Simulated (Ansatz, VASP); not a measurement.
Two plane-wave programs on VSi2

INCAR

```
SYSTEM = VSi2
ALGO = Normal
EDIFF = 1E-7
ENCUT = 520
GGA = PS
GGA_COMPAT = .False.
ISIF = 2
ISMEAR = 0
LASPH = .True.
LCHARG = .False.
LDAU = .True.
LDAUJ = 0 0
LDAUL = 2 -1
LDAUPRINT = 1
LDAUTYPE = 2
LDAUU = 5.73 0
LMAXMIX = 4
LORBIT = 11
LORBMOM = .True.
LREAL = .False.
LSORBIT = .True.
LWAVE = .False.
MAGMOM = 0 0 2 0 0 0 0 0 0
NBANDS = 34
NELM = 150
PREC = Accurate
SIGMA = 0.0141
```

KPOINTS

```
k-points
0
Gamma
  6 6 4
  0 0 0
```

File POSCAR:

```
VSi2
1.0
    2.7597610000      0.0000000000      0.0000000000
    0.0000000000      2.7597610000      0.0000000000
    0.0000000000      0.0000000000      5.2727480000
V Si
1 2
Direct
    0.0000000000      0.0000000000      0.0000000000
    0.5000000000      0.5000000000      0.2700000000
    0.5000000000      0.5000000000      0.7300000000
```

Input for Ansatz:

```yaml
crystal:
  lattice:
    - [2.759761, 0.0, 0.0]
    - [0.0, 2.759761, 0.0]
    - [0.0, 0.0, 5.272748]
  atoms:
    - { symbol: V, position: [0.0, 0.0, 0.0], spin: 2, spin_axis: [0.0, 0.0, 1.0] }
    - { symbol: Si, position: [0.5, 0.5, 0.27] }
    - { symbol: Si, position: [0.5, 0.5, 0.73] }
kpoints:
  mp_grid: { grid: [6, 6, 4], shift: [0, 0, 0] }
  band_path:
    path:
      - [0.0, 0.0, 0.0]
      - [0.0, 0.5, 0.0]
      - [0.5, 0.5, 0.0]
      - [0.0, 0.0, 0.0]
      - [0.0, 0.0, 0.5]
      - [0.0, 0.5, 0.5]
      - [0.5, 0.5, 0.5]
      - [0.0, 0.0, 0.5]
      - [0.0, 0.5, 0.0]
      - [0.0, 0.5, 0.5]
      - [0.5, 0.5, 0.0]
    npoints: 6
magnetization:
  noncollinear: true
  spin_orbit: true
scf:
  occupations: { method: gaussian, width: 0.0141 }
  lower_state_search: "off"
  max_iter: 200
hamiltonian:
  pseudopotentials: { kind: paw_fr }
  xc: pbesol
  hubbard:
    projectors: all-electron-ortho-atomic
    sites: [{ species: V, l: d, u_eff: 5.73 }]
basis:
  ecutwfc: 420
  fft_grid_basis: typed
output:
  forces: true
  stress: true
  eigenvalues: true
  bader: true
  populations: true
  elf: true
  write_potential: true
  volumetric_format: npy
  dos:
    e_range: [-12, 8]
    de: 0.05
    projected: { site_lists: { Si: [Si], V: [V] } }
    method: { smearing: { sigma: 0.1, scheme: gaussian } }
checkpoint:
  read: saved_state
```

Alike in both runs: task single point; functional PBEsol; k mesh 6 × 6 × 4; occupations gaussian, width 0.0141 eV; non-collinear spin, spin-orbit coupling; Hubbard terms V d U = 5.73 eV.

```csv
,VASP,Ansatz
version,VASP 6.6.1,Ansatz 0.2.0
potentials or method,"VASP PAW PBE potentials, release 64 (V_sv, Si), cutoff 520 eV",PAW plane waves
valence electrons in the cell,21,21
```

```csv
,VASP,Ansatz,Ansatz less VASP
pressure (GPa),24.2,28.1,+3.89
"traceless stress, the component that is largest in VASP (GPa)",1.93,-4.36,-6.298
rms of the force components (eV/Å),1.411,1.264,-0.1473
net moment per atom (μB),0.34,0.89,+0.550
```

The net moments are unlike, so the other rows may belong to different states. VASP's potentials were made for PBE, not for PBEsol. The programs project onto different local orbitals, so the same U acts differently, and such runs can settle in different states. Atom by atom the forces differ by 0.147 eV/Å (rms over components). Ansatz's warnings: filled band counts differ across k points, stress scf threshold loose.

The k mesh is coarse, so the values compare programs but aren't converged.
